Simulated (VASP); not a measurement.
# Cr (Im-3m) in VASP: settings compared

The runs below take Cr through single point, with RPBE, PBEsol, BLYP, PBE, r2SCAN.

All numbers are computed with VASP 6.6.1; they aren't measurements. Logs are shortened: lines on timing, memory, paths and dates and some standing lists are left out, and cuts for length are marked.

**1. The cell of the first run**

It takes space group Im-3m (No. 229, cubic). The conventional cell has a = 2.969 Å, b = 2.969 Å, c = 2.969 Å, α = 90.00°, β = 90.00°, γ = 90.00°. Cr (site symmetry m-3m) has 14 Cr at 2.57 to 2.97 Å within 3.4 Å.

**2. Single point, RPBE, collinear spin, ferromagnetic start**

Contents of INCAR:

```
SYSTEM = Cr
PREC = Accurate
ENCUT = 500
EDIFF = 1E-6
ISMEAR = -1
SIGMA = 0.1
LREAL = .False.
LASPH = .True.
NELM = 200
ALGO = Normal
ISIF = 2
LWAVE = .False.
LCHARG = .False.
ISPIN = 2
MAGMOM = 3 3
LORBIT = 11
LMAXMIX = 4
GGA = RP
NBANDS = 23
GGA_COMPAT = .False.
```

Contents of KPOINTS:

```
Automatic mesh
0
Gamma
  5 5 5
  0.5 0.5 0.5
```

Contents of POSCAR:

```
Cr
1.0
    2.9688990000      0.0000000000      0.0000000000
    0.0000000000      2.9688990000      0.0000000000
    0.0000000000      0.0000000000      2.9688990000
Cr
2
Direct
    0.0000000000      0.0000000000      0.0000000000
    0.5000000000      0.5000000000      0.5000000000
```

Potentials or basis: VASP PAW PBE potentials, release 64 (Cr_pv).

On the command line:

```sh
> cat potpaw_PBE.64/Cr_pv/POTCAR > POTCAR
> mpirun -np 1 vasp_std > vasp.out
```

OUTCAR:

```text
SYSTEM = Cr
   PREC = Accurate
   ENCUT = 500
   EDIFF = 1E-6
   ISMEAR = -1
   LREAL = .False.
   LASPH = .True.
   NELM = 200
   ISIF = 2
   ISPIN = 2
   LORBIT = 11
   GGA = RP

 ion  position               nearest neighbor table
   1  0.000  0.000  0.000-   2 2.57   2 2.57   2 2.57   2 2.57   2 2.57   2 2.57   2 2.57   2 2.57

   2  0.500  0.500  0.500-   1 2.57   1 2.57   1 2.57   1 2.57   1 2.57   1 2.57   1 2.57   1 2.57

  LATTYP: Found a simple cubic cell.
 ALAT       =     2.9688990000

  Lattice vectors:

 A1 = (   2.9688990000,   0.0000000000,   0.0000000000)
 A2 = (   0.0000000000,   2.9688990000,   0.0000000000)
 A3 = (   0.0000000000,   0.0000000000,   2.9688990000)

Analysis of symmetry for initial positions (statically):
=====================================================================
 Subroutine PRICEL returns following result:

  LATTYP: Found a body centered cubic cell.
 ALAT       =     2.9688990000

  Lattice vectors:

 A1 = (   1.4844495000,   1.4844495000,  -1.4844495000)
 A2 = (  -1.4844495000,   1.4844495000,   1.4844495000)
 A3 = (   1.4844495000,  -1.4844495000,   1.4844495000)

   2 primitive cells build up your supercell.

 Routine SETGRP: Setting up the symmetry group for a
 simple cubic supercell.

 Subroutine GETGRP returns: Found 48 space group operations
 (whereof 48 operations were pure point group operations)
 out of a pool of 48 trial point group operations.

The static configuration has the point symmetry O_h .

Analysis of symmetry for dynamics (positions and initial velocities):
=====================================================================
 Subroutine PRICEL returns following result:

  LATTYP: Found a body centered cubic cell.
 ALAT       =     2.9688990000

  Lattice vectors:

 A1 = (   1.4844495000,   1.4844495000,  -1.4844495000)
 A2 = (  -1.4844495000,   1.4844495000,   1.4844495000)
 A3 = (   1.4844495000,  -1.4844495000,   1.4844495000)

   2 primitive cells build up your supercell.

 Routine SETGRP: Setting up the symmetry group for a
 simple cubic supercell.

 Subroutine GETGRP returns: Found 48 space group operations
 (whereof 48 operations were pure point group operations)
 out of a pool of 48 trial point group operations.

The dynamic configuration has the point symmetry O_h .

Analysis of structural, dynamic, and magnetic symmetry:
=====================================================================
 Subroutine PRICEL returns following result:

  LATTYP: Found a body centered cubic cell.
 ALAT       =     2.9688990000

  Lattice vectors:

 A1 = (   1.4844495000,   1.4844495000,  -1.4844495000)
 A2 = (  -1.4844495000,   1.4844495000,   1.4844495000)
 A3 = (   1.4844495000,  -1.4844495000,   1.4844495000)

   2 primitive cells build up your supercell.

 Routine SETGRP: Setting up the symmetry group for a
 simple cubic supercell.

 Subroutine GETGRP returns: Found 48 space group operations
 (whereof 48 operations were pure point group operations)
 out of a pool of 48 trial point group operations.

The overall configuration has the point symmetry O_h .

 Subroutine INISYM returns: Found 48 space group operations
 (whereof 48 operations are pure point group operations),
 and found     2 'primitive' translations

----------------------------------------------------------------------------------------

                                     Primitive cell

  volume of cell :      13.0845

  direct lattice vectors                    reciprocal lattice vectors
     1.484449500  1.484449500 -1.484449500     0.336825200  0.336825200  0.000000000
    -1.484449500  1.484449500  1.484449500    -0.000000000  0.336825200  0.336825200
     1.484449500 -1.484449500  1.484449500     0.336825200  0.000000000  0.336825200

  length of vectors
     2.571141955  2.571141955  2.571141955     0.476342766  0.476342766  0.476342766

  position of ions in fractional coordinates (direct lattice)
     0.000000000  0.000000000  0.000000000

  ion indices of the primitive-cell ions
   primitive index   ion index
                 1           1

----------------------------------------------------------------------------------------

 KPOINTS: Automatic mesh

Automatic generation of k-mesh.
 Grid dimensions read from file:
 generate k-points for:    5    5    5

 Generating k-lattice:

  Cartesian coordinates                     Fractional coordinates (reciprocal lattice)
     0.067365040  0.000000000  0.000000000     0.200000000  0.000000000  0.000000000
     0.000000000  0.067365040  0.000000000     0.000000000  0.200000000  0.000000000
     0.000000000  0.000000000  0.067365040     0.000000000  0.000000000  0.200000000

  Length of vectors
     0.067365040  0.067365040  0.067365040

  Shift w.r.t. Gamma in fractional coordinates (k-lattice)
     0.500000000  0.500000000  0.500000000

 Subroutine IBZKPT returns following result:
 ===========================================

 Found     10 irreducible k-points:

 Following reciprocal coordinates:
            Coordinates               Weight
  0.100000  0.100000  0.100000      8.000000
  0.300000  0.100000  0.100000     24.000000
  0.500000  0.100000  0.100000     12.000000
  0.300000  0.300000  0.100000     24.000000
  0.500000  0.300000  0.100000     24.000000
  0.500000  0.500000  0.100000      6.000000
  0.300000  0.300000  0.300000      8.000000
  0.500000  0.300000  0.300000     12.000000
  0.500000  0.500000  0.300000      6.000000
  0.500000  0.500000  0.500000      1.000000
   k-points           NKPTS =     10   k-points in BZ     NKDIM =     10   number of bands    NBANDS=     23
   number of dos      NEDOS =    301   number of ions     NIONS =      2
   total plane-waves  NPLWV =  13824
   dimension x,y,z NGX =    24 NGY =   24 NGZ =   24
   dimension x,y,z NGXF=    48 NGYF=   48 NGZF=   48
   ions per type =               2
   NGX,Y,Z   is equivalent  to a cutoff of  13.44, 13.44, 13.44 a.u.
   NGXF,Y,Z  is equivalent  to a cutoff of  26.88, 26.88, 26.88 a.u.
 SYSTEM =  Cr
   PREC   = accura    normal or accurate (medium, high low for compatibility)
   ISTART =      0    job   : 0-new  1-cont  2-samecut
   ICHARG =      2    charge: 1-file 2-atom 10-const
   ISPIN  =      2    spin polarized calculation?
   LNONCOLLINEAR =      F non collinear calculations
   LSORBIT =      F    spin-orbit coupling
   LASPH  =      T    aspherical Exc in radial PAW
   ENCUT  =  500.0 eV  36.75 Ry    6.06 a.u.   5.41  5.41  5.41*2*pi/ulx,y,z
   NELM   =    200;   NELMIN=  2; NELMDL= -5     # of ELM steps
   EDIFF  = 0.1E-05   stopping-criterion for ELM
   LREAL  =      F    real-space projection
[... 7 lines left out ...]
   TEBEG  =    0.0;   TEEND  =   0.0 temperature during run
   PSTRESS=    0.0 pullay stress
   NELECT =      24.0000    total number of electrons
   NUPDOWN=      -1.0000    fix difference up-down
   EMIN   =  10.00;   EMAX   =-10.00  energy-range for DOS
   EFERMI =   0.00;   METHOD = LEGACY
   ISMEAR =    -1;   SIGMA  =   0.10  broadening in eV -4-tet -1-fermi 0-gaus
   EFERMI_NEDOS =   21; number of points for ismear=-14 and -15
   IALGO  =     38    algorithm
   IMIX   =      4    mixing-type and parameters
     AMIX     =   0.40;   BMIX     =  1.00
     AMIX_MAG =   1.60;   BMIX_MAG =  1.00
  volume/ion in A,a.u.               =      13.08        88.30
  Fermi-wavevector in a.u.,A,eV,Ry     =   1.590559  3.005721 34.421085  2.529878
  Thomas-Fermi vector in A             =   2.689235
   LORBIT       =     11    0 simple, 1 ext, 2 COOP (PROOUT), +10 PAW based schemes
   GGA     = RP    functional components
   LHFCALC =     F    Hartree Fock is set to
   AEXX    =    0.0000 exact exchange contribution
   IVDW    =     0    specifies the selected vdW correction
   LEPSILON=     F    determine dielectric tensor
   LRPA    =     F    only Hartree local field effects (RPA)
 spin polarized calculation
  energy-cutoff  :      500.00
  volume of cell :       26.17
 maximum number of plane-waves:       679
 NGX is ok and might be reduce to    24
   NGX = 11   NGY = 11   NGZ = 11

 number of electron      24.0000016 magnetization      -0.0000618

 number of electron      24.0000016 magnetization       0.0000833

 Free energy of the ion-electron system (eV)
  ---------------------------------------------------
  ext. energy  EPLUGINS =         0.00000000
  ---------------------------------------------------
  free energy    TOTEN  =       -17.83047122 eV

  energy without entropy =      -17.77305418  energy(sigma->0) =      -17.80176270

 E-fermi :   9.4397     XC(G=0): -12.8396

 val. band max:        9.4366048959   @ k =   0.5000   0.1000   0.1000
 cond. band min:       9.7048821798   @ k =   0.5000   0.5000   0.1000
 fundamental gap:      0.2682772838
 Fermi energy:         9.4396570456

 spin component 1

 k-point     1 :       0.1000    0.1000    0.1000
  band No.  band energies     occupation
      1     -33.9179      1.00000
      2     -33.9179      1.00000
      3     -33.8362      1.00000
      4     -33.5805      1.00000
      5     -33.4951      1.00000
      6     -33.4951      1.00000
[... 233 lines left out ...]
      6     -33.7846      1.00000
[... 15 lines left out ...]
     22      18.5507      0.00000
     23      18.5507      0.00000
 Fermi energy:         9.4396570456

 spin component 2

 k-point     1 :       0.1000    0.1000    0.1000
  band No.  band energies     occupation
      1     -33.9178      1.00000
      2     -33.9178      1.00000
      3     -33.8362      1.00000
      4     -33.5805      1.00000
      5     -33.4951      1.00000
      6     -33.4951      1.00000
[... 249 lines left out ...]
     22      18.5508      0.00000
     23      18.5508      0.00000

------------------------ aborting loop because EDIFF is reached ----------------------------------------

  FORCE on cell =-STRESS in cart. coord.  units (eV):
  Direction    XX          YY          ZZ          XY          YZ          ZX
  --------------------------------------------------------------------------------------
  -------------------------------------------------------------------------------------
  Total       -3.4215401     -3.4215401     -3.4215401      0.0000000      0.0000000      0.0000000
  in kB     -209.4816325   -209.4816325   -209.4816325      0.0000000      0.0000000      0.0000000
  external PRESSURE =    -209.4816325 kB  Pullay stress =       0.0000000 kB

 VOLUME and BASIS-vectors are now :
 -----------------------------------------------------------------------------
  energy-cutoff  :      500.00
  volume of cell :       26.17
      direct lattice vectors                 reciprocal lattice vectors
     2.968899000  0.000000000  0.000000000     0.336825200  0.000000000  0.000000000
     0.000000000  2.968899000  0.000000000     0.000000000  0.336825200  0.000000000
     0.000000000  0.000000000  2.968899000     0.000000000  0.000000000  0.336825200

 POSITION                                       TOTAL-FORCE (eV/Angst)
 -----------------------------------------------------------------------------------
      0.00000      0.00000      0.00000        -0.000000     -0.000000     -0.000000
      1.48445      1.48445      1.48445         0.000000      0.000000      0.000000
 -----------------------------------------------------------------------------------
    total drift:                                0.000000      0.000000     -0.000000

  FREE ENERGIE OF THE ION-ELECTRON SYSTEM (eV)
  ---------------------------------------------------
  free  energy   TOTEN  =       -17.8304712214 eV

  energy  without entropy=      -17.7730541759  energy(sigma->0) =      -17.80176270

 total charge

# of ion       s       p       d       tot
------------------------------------------
    1        0.410   6.320   4.095  10.825
    2        0.410   6.320   4.095  10.825
--------------------------------------------------
tot          0.821  12.640   8.190  21.651

 magnetization (x)

# of ion       s       p       d       tot
------------------------------------------
    1       -0.000  -0.000   0.000   0.000
    2       -0.000  -0.000   0.000   0.000
--------------------------------------------------
tot         -0.000  -0.000   0.000   0.000
```

It took 18 s on 1 thread of AMD EPYC 7R43 (Zen 3), shared host; peak memory 0.1 GiB.

What came out:

- Free energy: -17.8305 eV
- Pressure: -20.9 GPa
- Band gap on the k mesh: zero (filled and empty bands overlap)
- Net moment: 0.00 μB per cell
- Valence electrons inside the program's atomic spheres: Cr 10.82

Levels at points of the mesh, in eV from the Fermi level:
Spin up:
```
           k point  band 9  band 10  band 11  band 12  band 13  band 14  band 15  band 16
(0.50, 0.50, 0.50)   -2.04    -2.04    -2.04    -2.04     1.33     1.33     1.33     1.33
```
Spin down:
```csv
k point,band 10,band 11,band 12,band 13,band 14,band 15
"(0.50, 0.50, 0.50)",-2.04,-2.04,-2.04,1.33,1.33,1.33
```

Caveat: the k points lie up to 0.42 Å⁻¹ apart; an empty level that is flat over the whole mesh can mark a ghost state of the potentials, or a narrow d or f band; the moments typed at the start vanished in this run; the PAW data sets were made with another functional, which shifts forces and pressure a little.

**3. Single point, PBEsol, collinear spin, ferromagnetic start**

Contents of INCAR:

```
SYSTEM = Cr
ALGO = Normal
EDIFF = 1E-6
ENCUT = 500
GGA = PS
GGA_COMPAT = .False.
ISIF = 2
ISMEAR = -1
ISPIN = 2
LASPH = .True.
LCHARG = .False.
LMAXMIX = 4
LORBIT = 11
LREAL = .False.
LWAVE = .False.
MAGMOM = 3 3
NBANDS = 23
NELM = 200
PREC = Accurate
SIGMA = 0.1
```

KPOINTS is that of step 2.

POSCAR is that of step 2.

Potentials or basis: VASP PAW PBE potentials, release 64 (Cr_pv).

On the command line:

```sh
> cat potpaw_PBE.64/Cr_pv/POTCAR > POTCAR
> mpirun -np 1 vasp_std > vasp.out
```

Run time: 17 s. Hardware: 1 thread of AMD EPYC 7R43 (Zen 3), shared host; peak memory 0.11 GiB.

Results (log left out):

```
Free energy                                           : -20.0686 eV
Pressure                                              : -32.8 GPa
Band gap on the k mesh                                : zero (filled and empty bands overlap)
Net moment                                            : 0.00 μB per cell
Valence electrons inside the program's atomic spheres : Cr 10.82
```

Levels at points of the mesh, in eV from the Fermi level:
Spin up:
```
           k point  band 8  band 9  band 10  band 11  band 12  band 13  band 14  band 15  band 16  band 17
(0.50, 0.50, 0.50)   -2.03   -2.03    -2.03    -2.03    -2.03     1.28     1.28     1.28     1.28     7.08
```
Spin down:
```csv
k point,band 8,band 9,band 10,band 11,band 12,band 13,band 14,band 15,band 16,band 17
"(0.50, 0.50, 0.50)",-2.03,-2.03,-2.03,-2.03,-2.03,1.28,1.28,1.28,1.28,7.08
```

Caveat: the k points lie up to 0.42 Å⁻¹ apart; an empty level that is flat over the whole mesh can mark a ghost state of the potentials, or a narrow d or f band; the moments typed at the start vanished in this run; the PAW data sets were made with another functional, which shifts forces and pressure a little.

**4. Single point, BLYP, collinear spin, ferromagnetic start**

Contents of INCAR:

```
SYSTEM = Cr
PREC = Accurate ; ENCUT = 500
EDIFF = 1E-6 ; ISMEAR = -1
SIGMA = 0.1 ; LREAL = .False.
LASPH = .True. ; NELM = 200
ALGO = Normal ; ISIF = 2
LWAVE = .False. ; LCHARG = .True.
ISPIN = 2 ; MAGMOM = 3 3
LORBIT = 11 ; LMAXMIX = 4
GGA = B5 ; ALDAX = 1.0
AGGAX = 1.0 ; AGGAC = 1.0
ALDAC = 0.0 ; LELF = .True.
LVHAR = .True. ; NBANDS = 23
GGA_COMPAT = .False.
```

KPOINTS is that of step 3.

POSCAR is that of step 3.

On the command line:

```sh
> cat potpaw_PBE.64/Cr_pv/POTCAR > POTCAR
> mpirun -np 1 vasp_std > vasp.out
```

Wall time 32 s (1 thread of AMD EPYC 7R43 (Zen 3), shared host); peak memory 0.11 GiB.

Results (log left out):

| Quantity | Value |
| --- | --- |
| Free energy | -16.5542 eV |
| Pressure | -18.3 GPa |
| Band gap on the k mesh | zero (filled and empty bands overlap) |
| Net moment | 0.00 μB per cell |
| Valence electrons inside the program's atomic spheres | Cr 10.84 |

Levels at points of the mesh, in eV from the Fermi level:
Spin up:
```tsv
k point	band 9	band 10	band 11	band 12	band 13	band 14	band 15	band 16
(0.50, 0.50, 0.50)	-1.98	-1.98	-1.98	-1.98	1.33	1.33	1.33	1.33
```
Spin down:
| k point | band 8 | band 9 | band 10 | band 11 | band 12 | band 13 | band 14 | band 15 | band 16 | band 17 |
| --- | --- | --- | --- | --- | --- | --- | --- | --- | --- | --- |
| (0.50, 0.50, 0.50) | -1.98 | -1.98 | -1.98 | -1.98 | -1.98 | 1.33 | 1.33 | 1.33 | 1.33 | 6.78 |

Caveat: the k points lie up to 0.42 Å⁻¹ apart; an empty level that is flat over the whole mesh can mark a ghost state of the potentials, or a narrow d or f band; the moments typed at the start vanished in this run; the PAW data sets were made with another functional, which shifts forces and pressure a little.

**5. Single point, PBE, collinear spin, ferromagnetic start**

Contents of INCAR:

```
SYSTEM = Cr
ALGO = Normal
EDIFF = 1E-6
ENCUT = 500
GGA = PE
GGA_COMPAT = .FALSE.
ISIF = 2
ISMEAR = -1
ISPIN = 2
LASPH = .TRUE.
LCHARG = .FALSE.
LMAXMIX = 4
LORBIT = 11
LREAL = .FALSE.
LWAVE = .FALSE.
MAGMOM = 3 3
NBANDS = 23
NELM = 200
PREC = Accurate
SIGMA = 0.1
```

KPOINTS is that of step 4.

POSCAR is that of step 4.

On the command line:

```sh
> cat potpaw_PBE.64/Cr_pv/POTCAR > POTCAR
> mpirun -np 1 vasp_std > vasp.out
```

Wall time 18 s (1 thread of AMD EPYC 7R43 (Zen 3), shared host); peak memory 0.11 GiB.

The run converged. Its results:

- Free energy: -18.8030 eV
- Pressure: -25.4 GPa
- Band gap on the k mesh: zero (filled and empty bands overlap)
- Net moment: 0.00 μB per cell
- Valence electrons inside the program's atomic spheres: Cr 10.82

Levels at points of the mesh, in eV from the Fermi level:
Spin up:
| k point | band 10 | band 11 | band 12 | band 13 | band 14 | band 15 |
| --- | --- | --- | --- | --- | --- | --- |
| (0.50, 0.50, 0.50) | -2.03 | -2.03 | -2.03 | 1.31 | 1.31 | 1.31 |
Spin down:
| k point | band 10 | band 11 | band 12 | band 13 | band 14 | band 15 |
| --- | --- | --- | --- | --- | --- | --- |
| (0.50, 0.50, 0.50) | -2.03 | -2.03 | -2.03 | 1.31 | 1.31 | 1.31 |

Caveat: the k points lie up to 0.42 Å⁻¹ apart; an empty level that is flat over the whole mesh can mark a ghost state of the potentials, or a narrow d or f band; the moments typed at the start vanished in this run.

[end of part 1 of 2]

The gap in the log of VASP goes by the Fermi energy; the results here count the filled bands.